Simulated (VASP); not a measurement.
# Be (P6_3/mmc) in VASP: notebook

Runs on Be. Level: LDA. Tasks: single point.

All numbers are computed with VASP 6.6.1; they aren't measurements. Logs are shortened: lines on timing, memory, paths and dates and some standing lists are left out, and cuts for length are marked.

## Step 1: The cell of the first run

Symmetry: P6_3/mmc, No. 194, hexagonal system. The conventional cell has a = 2.336 Å, b = 2.336 Å, c = 3.640 Å, α = 90.00°, β = 90.00°, γ = 120.00°. Within 3.0 Å of Be (site symmetry -6m2) lie 12 Be at 2.27 to 2.34 Å.

## Step 2: Single point, LDA

The input, INCAR:

```
SYSTEM = Be
ALGO     = Normal         ! electronic algorithm
EDIFF    = 1E-6           ! SCF threshold, eV
ENCUT    = 520            ! plane-wave cutoff, eV
ISIF     = 2              ! what is computed and relaxed
ISMEAR   = -1             ! smearing method
LASPH    = .True.         ! aspherical terms in the spheres
LCHARG   = .False.        ! write CHGCAR
LREAL    = .False.        ! projectors in reciprocal space
LWAVE    = .False.        ! write WAVECAR
NBANDS   = 9              ! bands
NELM     = 80             ! most SCF steps
PREC     = Accurate       ! precision mode
SIGMA    = 0.0106         ! smearing width, eV
```

The input, KPOINTS:

```
k-points
0
Gamma
  9 9 5
  0 0 0
```

The input, POSCAR:

```
Be
1.0
    2.3358202500      0.0000000000      0.0000000000
   -1.1679101300      2.0228800400      0.0000000000
    0.0000000000      0.0000000000      3.6402654600
Be
2
Direct
    0.3333300000      0.6666700000      0.2500000000
    0.6666600000      0.3333300000      0.7500000000
```

Potentials or basis: VASP PAW LDA potentials, release 64 (Be).

Run with:

```
$ cat potpaw_LDA.64/Be/POTCAR > POTCAR
$ mpirun -np 1 vasp_std > vasp.out
```

OUTCAR:

```text
SYSTEM = Be
   EDIFF = 1E-6
   ENCUT = 520
   ISIF = 2
   ISMEAR = -1
   LASPH = .True.
   LREAL = .False.
   NELM = 80
   PREC = Accurate

 ion  position               nearest neighbor table
   1  0.333  0.667  0.250-   2 2.27   2 2.27   2 2.27   2 2.27   2 2.27   2 2.27
   2  0.667  0.333  0.750-   1 2.27   1 2.27   1 2.27   1 2.27   1 2.27   1 2.27

  LATTYP: Found a hexagonal cell.
 ALAT       =     2.3358202500
 C/A-ratio  =     1.5584527362

  Lattice vectors:

 A1 = (   2.3358202500,   0.0000000000,   0.0000000000)
 A2 = (  -1.1679101300,   2.0228800400,   0.0000000000)
 A3 = (   0.0000000000,   0.0000000000,   3.6402654600)

Analysis of symmetry for initial positions (statically):
=====================================================================
 Subroutine PRICEL returns:
 Original cell was already a primitive cell.

 Routine SETGRP: Setting up the symmetry group for a
 hexagonal supercell.

 Subroutine GETGRP returns: Found  8 space group operations
 (whereof  2 operations were pure point group operations)
 out of a pool of 24 trial point group operations.

The static configuration has the point symmetry C_2 .
 The point group associated with its full space group is D_2h.

Analysis of symmetry for dynamics (positions and initial velocities):
=====================================================================
 Subroutine PRICEL returns:
 Original cell was already a primitive cell.

 Routine SETGRP: Setting up the symmetry group for a
 hexagonal supercell.

 Subroutine GETGRP returns: Found  8 space group operations
 (whereof  2 operations were pure point group operations)
 out of a pool of 24 trial point group operations.

The dynamic configuration has the point symmetry C_2 .
 The point group associated with its full space group is D_2h.

 Subroutine INISYM returns: Found  8 space group operations
 (whereof  2 operations are pure point group operations),
 and found     1 'primitive' translations

----------------------------------------------------------------------------------------

                                     Primitive cell

  volume of cell :      17.2006

  direct lattice vectors                    reciprocal lattice vectors
     2.335820250  0.000000000  0.000000000     0.428115134  0.247172345  0.000000000
    -1.167910130  2.022880040  0.000000000     0.000000000  0.494344687  0.000000000
     0.000000000  0.000000000  3.640265460     0.000000000  0.000000000  0.274705241

  length of vectors
     2.335820250  2.335820568  3.640265460     0.494344754  0.494344687  0.274705241
[... 81 lines left out ...]
   EDIFF  = 0.1E-05   stopping-criterion for ELM
   LREAL  =      F    real-space projection
   EDIFFG = 0.1E-04   stopping-criterion for IOM
   NSW    =      0    number of steps for IOM
   IBRION =     -1    ionic relax: 0-MD 1-quasi-New 2-CG
   NFREE  =      0    steps in history (QN), initial steepest desc. (CG)
   ISIF   =      2    stress and relaxation
   ISYM   =      2    0-nonsym 1-usesym 2-fastsym
   POTIM  = 0.5000    time-step for ionic-motion
   TEBEG  =    0.0;   TEEND  =   0.0 temperature during run
   PSTRESS=    0.0 pullay stress
   NELECT =       4.0000    total number of electrons
   NUPDOWN=      -1.0000    fix difference up-down
   EMIN   =  10.00;   EMAX   =-10.00  energy-range for DOS
   EFERMI =   0.00;   METHOD = LEGACY
   ISMEAR =    -1;   SIGMA  =   0.01  broadening in eV -4-tet -1-fermi 0-gaus
   EFERMI_NEDOS =   21; number of points for ismear=-14 and -15
   IALGO  =     38    algorithm
   IMIX   =      4    mixing-type and parameters
     AMIX     =   0.40;   BMIX     =  1.00
     AMIX_MAG =   1.60;   BMIX_MAG =  1.00
  volume/ion in A,a.u.               =       8.60        58.04
  Fermi-wavevector in a.u.,A,eV,Ry     =   1.006732  1.902448 13.789637  1.013510
  Thomas-Fermi vector in A             =   2.139493
   LORBIT       =      0    0 simple, 1 ext, 2 COOP (PROOUT), +10 PAW based schemes
   GGA     = CA    functional components
   LHFCALC =     F    Hartree Fock is set to
   AEXX    =    0.0000 exact exchange contribution
   IVDW    =     0    specifies the selected vdW correction
   LEPSILON=     F    determine dielectric tensor
   LRPA    =     F    only Hartree local field effects (RPA)
 non-spin polarized calculation
  energy-cutoff  :      520.00
  volume of cell :       17.20
 maximum number of plane-waves:       488
 NGX is ok and might be reduce to    18
   NGX =  9   NGY =  9   NGZ = 13

 number of electron       4.0000000 magnetization

 Free energy of the ion-electron system (eV)
  ---------------------------------------------------
  ext. energy  EPLUGINS =         0.00000000
  ---------------------------------------------------
  free energy    TOTEN  =        -8.33665617 eV

  energy without entropy =       -8.33645626  energy(sigma->0) =       -8.33655622

 E-fermi :   5.9010     XC(G=0): -10.3478

 val. band max:        5.6513438294   @ k =   0.3333   0.1111   0.0000
 cond. band min:       5.9083412596   @ k =   0.3333   0.0000   0.0000
 fundamental gap:      0.2569974302
 Fermi energy:         5.9009964468

 k-point     1 :       0.0000    0.0000    0.0000
  band No.  band energies     occupation
      1      -4.6385      2.00000
      2       2.0590      2.00000
      3       7.2338      0.00000
      4      20.6353      0.00000
      5      20.6354      0.00000
      6      23.3546      0.00000
      7      23.3547      0.00000
      8      25.4896      0.00000
      9      31.8491      0.00000
[... 265 lines left out ...]
 k-point    24 :       0.4444    0.3333    0.0000
  band No.  band energies     occupation
      1       1.7271      2.00000
      2       5.0402      2.00000
      3       8.0079      0.00000
      4       9.8778      0.00000
      5      12.5695      0.00000
      6      14.0343      0.00000
      7      18.5869      0.00000
      8      19.8837      0.00000
      9      20.0362      0.00000

 [... further k-points ...]
[... 5 lines left out ...]
  --------------------------------------------------------------------------------------
  -------------------------------------------------------------------------------------
  Total       -1.3722424     -1.3722295     -1.5974680      0.0000000      0.0000000      0.0000000
  in kB     -127.8199984   -127.8187979   -148.7990503      0.0000003      0.0000000      0.0000000
  external PRESSURE =    -134.8126155 kB  Pullay stress =       0.0000000 kB

 VOLUME and BASIS-vectors are now :
 -----------------------------------------------------------------------------
  energy-cutoff  :      520.00
  volume of cell :       17.20
      direct lattice vectors                 reciprocal lattice vectors
     2.335820250  0.000000000  0.000000000     0.428115134  0.247172345  0.000000000
    -1.167910130  2.022880040  0.000000000     0.000000000  0.494344687  0.000000000
     0.000000000  0.000000000  3.640265460     0.000000000  0.000000000  0.274705241

 POSITION                                       TOTAL-FORCE (eV/Angst)
 -----------------------------------------------------------------------------------
     -0.00001      1.34859      0.91007         0.000000     -0.000044     -0.000000
      1.16790      0.67429      2.73020        -0.000000      0.000044      0.000000
 -----------------------------------------------------------------------------------
    total drift:                               -0.000000     -0.000000     -0.000000

  FREE ENERGIE OF THE ION-ELECTRON SYSTEM (eV)
  ---------------------------------------------------
  free  energy   TOTEN  =        -8.3366561731 eV

  energy  without entropy=       -8.3364562605  energy(sigma->0) =       -8.33655622
```

OSZICAR:

```text
N       E                     dE             d eps       ncg     rms          rms(c)
DAV:   1    -0.453281002843E+01   -0.45328E+01   -0.17510E+03  1350   0.362E+02
DAV:   2    -0.831450755555E+01   -0.37817E+01   -0.36110E+01  2043   0.430E+01
DAV:   3    -0.837310727127E+01   -0.58600E-01   -0.58426E-01  1494   0.346E+00
DAV:   4    -0.837321686950E+01   -0.10960E-03   -0.10960E-03  1591   0.110E-01
DAV:   5    -0.837321688529E+01   -0.15793E-07   -0.15427E-07  1485   0.168E-03    0.113E+00
DAV:   6    -0.834855783660E+01    0.24659E-01   -0.16296E-03  1516   0.230E-01    0.683E-01
DAV:   7    -0.833666366058E+01    0.11894E-01   -0.29705E-03  1569   0.302E-01    0.161E-02
DAV:   8    -0.833665683940E+01    0.68212E-05   -0.10539E-05  1467   0.249E-02    0.466E-03
DAV:   9    -0.833665617308E+01    0.66632E-06   -0.34723E-07  1295   0.452E-03
   1 F= -.83366562E+01 E0= -.83365562E+01  d E =-.199913E-03
```

stdout:

```text
POSCAR found type information on POSCAR Be
 POSCAR found :  1 types and       2 ions
 scaLAPACK will be used
 LDA part: xc-table for (Slater(with rela. corr.)+CA(PZ))
 , standard interpolation
 POSCAR, INCAR and KPOINTS ok, starting setup
 FFT: planning ... GRIDC
 FFT: planning ... GRID_SOFT
 FFT: planning ... GRID
 WAVECAR not read
 entering main loop
```

It took 2.9 s on 1 thread of Intel Xeon 6975P-C (Granite Rapids), shared host; peak memory 0.11 GiB.

What came out:

```
Free energy            : -8.3367 eV
Pressure               : -13.5 GPa
Band gap on the k mesh : zero (band 2 reaches 7.16 eV, above the bottom of band 3 at 5.06 eV)
```

## Step 3: Single point, LDA

The input, INCAR:

```
PREC = Accurate
ENCUT = 520
EDIFF = 1E-7
ISMEAR = -1
SIGMA = 0.0106
LREAL = False
LASPH = True
NELM = 100
ALGO = Normal
ISIF = 2
LWAVE = False
LCHARG = False
GGA = CA
NBANDS = 9
ISYM = 0
```

The input, KPOINTS:

```
Automatic mesh
0
Gamma
  9 9 5
  0.5 0.5 0.5
```

POSCAR is that of step 2.

Potentials or basis: VASP PAW LDA potentials, release 64 (Be).

Run with:

```
$ cat potpaw_LDA.64/Be/POTCAR > POTCAR
$ mpirun -np 1 vasp_std > vasp.out
```

OUTCAR:

```text
PREC = Accurate
   ENCUT = 520
   EDIFF = 1E-7
   ISMEAR = -1
   LREAL = False
   LASPH = True
   NELM = 100
   ISIF = 2
   GGA = CA
   ISYM = 0

 ion  position               nearest neighbor table
   1  0.333  0.667  0.250-   2 2.27   2 2.27   2 2.27   2 2.27   2 2.27   2 2.27
   2  0.667  0.333  0.750-   1 2.27   1 2.27   1 2.27   1 2.27   1 2.27   1 2.27

IMPORTANT INFORMATION: All symmetrisations will be switched off!
NOSYMM: (Re-)initialisation of all symmetry stuff for point group C_1.

----------------------------------------------------------------------------------------

                                     Primitive cell

  volume of cell :      17.2006

  direct lattice vectors                    reciprocal lattice vectors
     2.335820250  0.000000000  0.000000000     0.428115134  0.247172345  0.000000000
    -1.167910130  2.022880040  0.000000000     0.000000000  0.494344687  0.000000000
     0.000000000  0.000000000  3.640265460     0.000000000  0.000000000  0.274705241

  length of vectors
     2.335820250  2.335820568  3.640265460     0.494344754  0.494344687  0.274705241

  position of ions in fractional coordinates (direct lattice)
     0.333330000  0.666670000  0.250000000
[... 128 lines left out ...]
 val. band max:        6.1020536267   @ k =   0.4444   0.2778   0.1000
 cond. band min:       6.2569689105   @ k =   0.3333   0.2778  -0.3000
 fundamental gap:      0.1549152839
 Fermi energy:         6.1760540253

 k-point     1 :       0.0556    0.0556    0.1000
  band No.  band energies     occupation
      1      -4.3018      2.00000
      2       1.8704      2.00000
      3       8.0146      0.00000
      4      19.2166      0.00000
      5      19.2340      0.00000
      6      23.2531      0.00000
      7      23.6509      0.00000
      8      24.5546      0.00000
      9      29.2613      0.00000
[... 265 lines left out ...]
 k-point    24 :       0.3333   -0.2778    0.1000
  band No.  band energies     occupation
      1      -1.9475      2.00000
      2       4.5171      2.00000
      3       7.9802      0.00000
      4      12.3182      0.00000
      5      15.3937      0.00000
      6      17.9464      0.00000
      7      20.7025      0.00000
      8      22.0581      0.00000
      9      24.9669      0.00000

 [... further k-points ...]
[... 5 lines left out ...]
  --------------------------------------------------------------------------------------
  -------------------------------------------------------------------------------------
  Total       -1.6157875     -1.6157446     -1.0800428      0.0000001      0.0000000      0.0000000
  in kB     -150.5054442   -150.5014534   -100.6025378      0.0000054      0.0000001      0.0000018
  external PRESSURE =    -133.8698118 kB  Pullay stress =       0.0000000 kB

 VOLUME and BASIS-vectors are now :
 -----------------------------------------------------------------------------
  energy-cutoff  :      520.00
  volume of cell :       17.20
      direct lattice vectors                 reciprocal lattice vectors
     2.335820250  0.000000000  0.000000000     0.428115134  0.247172345  0.000000000
    -1.167910130  2.022880040  0.000000000     0.000000000  0.494344687  0.000000000
     0.000000000  0.000000000  3.640265460     0.000000000  0.000000000  0.274705241

 POSITION                                       TOTAL-FORCE (eV/Angst)
 -----------------------------------------------------------------------------------
     -0.00001      1.34859      0.91007         0.000000     -0.000042     -0.000000
      1.16790      0.67429      2.73020        -0.000000      0.000042      0.000000
 -----------------------------------------------------------------------------------
    total drift:                                0.000000      0.000000     -0.000000

  FREE ENERGIE OF THE ION-ELECTRON SYSTEM (eV)
  ---------------------------------------------------
  free  energy   TOTEN  =        -8.3231422016 eV

  energy  without entropy=       -8.3231387428  energy(sigma->0) =       -8.32314047
```

Wall time 21 s (1 thread of Intel Xeon 6975P-C (Granite Rapids), shared host); peak memory 0.17 GiB.

The run converged, but its numbers aren't listed here, since they failed a check.

Caveat: the mesh shows a gap though the element is a metal.

## Step 4: Single point, LDA

The input, INCAR:

```
PREC = Accurate
ENCUT = 600
EDIFF = 1E-6
ISMEAR = 1
SIGMA = 0.025
LREAL = F
LASPH = T
NELM = 120
ALGO = Normal
ISIF = 2
LWAVE = F
LCHARG = F
GGA = CA
NBANDS = 9
GGA_COMPAT = F
```

The input, KPOINTS:

```
regular mesh
0
Gamma
  9 9 5
```

POSCAR is that of step 3.

Run with:

```
$ cat potpaw_LDA.64/Be/POTCAR > POTCAR
$ mpirun -np 1 vasp_std > vasp.out
```

It took 11 s on 1 thread of Intel Xeon Platinum 8488C (Sapphire Rapids), shared host; peak memory 0.12 GiB.

It converged, with:

```
Free energy            : -8.3366 eV
Pressure               : -13.5 GPa
Band gap on the k mesh : zero (band 2 reaches 7.16 eV, above the bottom of band 3 at 5.06 eV)
```

Stress tensor (GPa, compression positive):
```
-12.77   0.00   0.00
  0.00 -12.77   0.00
  0.00   0.00 -14.87
```

Levels at points of the mesh, in eV from the Fermi level:
```
           k point  band 1  band 2  band 3  band 4  band 5
(0.00, 0.00, 0.00)  -10.54   -3.84    1.33   14.73   14.73
```
